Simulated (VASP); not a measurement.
Li:

```
Li
1.0
     4.03459    0.00000    0.00000
    -2.01730    3.49406    0.00000
     0.00000    0.00000    5.72912
Li
4
Direct
  0.00000 0.00000 0.00000
  0.00000 0.00000 0.50000
  0.33333 0.66667 0.25000
  0.66667 0.33333 0.75000
```

* Program: VASP 6.6.1
* Task: relaxation of cell and atoms
* Functional: PBE
* Potentials or basis: VASP PAW PBE potentials, release 64 (Li_sv)
* Cutoff: 600 eV
* k mesh: 10 × 10 × 6
* Occupations: fermi-dirac, width 0.05 eV
* Spin: no spin polarisation

At the start: pressure 0.9 GPa; volume 20.19 Å³/atom.

**Question.** Where does the relaxation end?

**Answer.** Over 17 steps the energy falls by 82.9 meV/atom and the volume is 18.53 Å³/atom (-8.2 %); space group P6_3/mmc (No. 194, to 0.05 Å).

Step by step:
```
step  energy change (eV)  largest force (eV/Å)  pressure (GPa)  volume (Å³)
   1              0.0000                0.0000            0.90        80.76
   2             -0.0155                0.0000            0.65        82.09
   3             -0.0513                0.0000            0.01        86.10
   4             -0.0766                0.0000           -1.04        94.27
   5             -0.0947                0.0000           -1.16        94.33
   6             -0.1427                0.0000           -1.58        94.24
   7             -0.1615                0.0000           -2.80        92.90
   8             -0.1668                0.0000           -2.01        93.86
   9             -0.2113                0.0000           -1.84        90.43
  10             -0.3093                0.0000           -1.02        80.32
  11             -0.1578                0.0000            3.33        61.18
  12             -0.3279                0.0000           -0.50        76.37
  13             -0.3312                0.0000           -0.10        73.94
  14             -0.3312                0.0000           -0.17        74.33
  15             -0.3315                0.0000           -0.08        74.26
  16             -0.3315                0.0000           -0.06        74.25
  17             -0.3316                0.0000           -0.03        74.12
```

Final structure:
```
Li
1.0
     3.35683    0.00000    0.00000
    -1.67841    2.90710    0.00000
     0.00000    0.00000    7.59563
Li
4
Direct
  0.00000 0.00000 0.00000
  0.00000 0.00000 0.50000
  0.33333 0.66667 0.25000
  0.66667 0.33333 0.75000
```

Caveat: the cutoff is under 1.25 times the usual one of these potentials, so pressure, stress and relaxed cells hold a basis-set (Pulay) error.
